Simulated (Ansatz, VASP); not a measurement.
**One calculation of AlN, two programs**

File INCAR:

```
ALGO     = Normal         # electronic algorithm
EDIFF    = 1E-7           # SCF threshold, eV
ENCUT    = 520            # plane-wave cutoff, eV
GGA      = PE             # functional
ISIF     = 2              # what is computed and relaxed
ISMEAR   = 0              # smearing method
LASPH    = T              # aspherical terms in the spheres
LCHARG   = T              # write CHGCAR
LELF     = T              # ELF
LREAL    = F              # projectors in reciprocal space
LVHAR    = T            
LWAVE    = F              # write WAVECAR
NBANDS   = 26             # bands
NELM     = 100            # most SCF steps
PREC     = Accurate       # precision mode
SIGMA    = 0.05           # smearing width, eV
```

The input KPOINTS:

```
k-points
0
Gamma
  8 6 4
```

POSCAR

```
AlN
1.0
   -1.6567491617      2.8695737234      0.0000000000
    0.0000000000      0.0000000000      4.1874629526
    4.9702474850      2.8695737234      0.0000000000
Al N
4 4
Direct
    0.4707977525      0.7500000000      0.2836868357
    0.0000000000      0.7500000000      0.6666666667
    0.0000000000      0.2500000000      0.3333333333
    0.5000000000      0.2500000000      0.8333333333
    0.5000000000      0.2500000000      0.1666666667
    0.0000000000      0.2500000000      0.6666666667
    0.0000000000      0.7500000000      0.3333333333
    0.5000000000      0.7500000000      0.8333333333
```

Input for Ansatz:

```yaml
crystal:
  lattice:
    - [-1.6567491617, 2.8695737234, 0.0]
    - [0.0, 0.0, 4.1874629526]
    - [4.970247485, 2.8695737234, 0.0]
  atoms:
    - { symbol: Al, position: [0.4707977525, 0.75, 0.2836868357] }
    - { symbol: Al, position: [0.0, 0.75, 0.6666666667] }
    - { symbol: Al, position: [0.0, 0.25, 0.3333333333] }
    - { symbol: Al, position: [0.5, 0.25, 0.8333333333] }
    - { symbol: "N", position: [0.5, 0.25, 0.1666666667] }
    - { symbol: "N", position: [0.0, 0.25, 0.6666666667] }
    - { symbol: "N", position: [0.0, 0.75, 0.3333333333] }
    - { symbol: "N", position: [0.5, 0.75, 0.8333333333] }
basis:
  ecutwfc: 420
kpoints:
  mp_grid: { grid: [8, 6, 4] }
hamiltonian:
  xc: pbe
  pseudopotentials: { kind: paw, azcp: { folder: soft_1 } }
scf:
  occupations: { method: gaussian, width: 0.05 }
output:
  forces: true
  stress: true
  eigenvalues: true
```

Alike in both runs: task single point; functional PBE; k mesh 8 × 6 × 4; occupations gaussian, width 0.05 eV; no spin polarisation.

|  | VASP | Ansatz |
| --- | --- | --- |
| version | VASP 6.6.1 | Ansatz 0.2.0 |
| potentials or method | VASP PAW PBE potentials, release 64 (Al, N), cutoff 520 eV | scalar-relativistic, plane waves, PAW |
| valence electrons in the cell | 32 | 32 |

Ansatz gave:

| Item | Value |
| --- | --- |
| gap on the k mesh at the Fermi level (eV) | 2.06 |
| least direct gap on the mesh (eV) | 2.06 |
| pressure (GPa) | 10.8 |
| traceless stress, the component that is largest in VASP (GPa) | -16.86 |
| rms of the force components (eV/Å) | 2.383 |

What did VASP give for the same quantities?

gap on the k mesh at the Fermi level (eV): 2.07; least direct gap on the mesh (eV): 2.07; pressure (GPa): 10.8; traceless stress, the component that is largest in VASP (GPa): -17.02; rms of the force components (eV/Å): 2.393.

Atom by atom the forces differ by 0.013 eV/Å (rms over components).
